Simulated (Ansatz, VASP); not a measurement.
CdSe in VASP and in Ansatz

```
CELL_PARAMETERS angstrom
0.00000 2.84000 2.84000
2.84000 0.00000 2.84000
2.84000 2.84000 0.00000
ATOMIC_POSITIONS crystal
Cd 0.00000 0.00000 0.00000
Se 0.50000 0.50000 0.50000
```

Alike in both runs: task single point; functional PBE; k mesh 6 × 6 × 6; occupations fermi-dirac, width 0.02 eV; no spin polarisation.

|  | VASP | Ansatz |
| --- | --- | --- |
| version | VASP 6.6.1 | Ansatz 0.2.0 |
| potentials or method | VASP PAW PBE potentials, release 64 (Cd, Se) | plane waves, PAW |
| plane-wave cutoff (eV) | 520 | 420 |
| valence electrons in the cell | 18 | 36 |

```csv
,VASP,Ansatz,Ansatz less VASP
pressure (GPa),2.4,2.0,-0.38
```

VASP's potentials hold 18 valence electrons a cell and Ansatz's 36, so a difference there can come from the potentials and not from the codes.
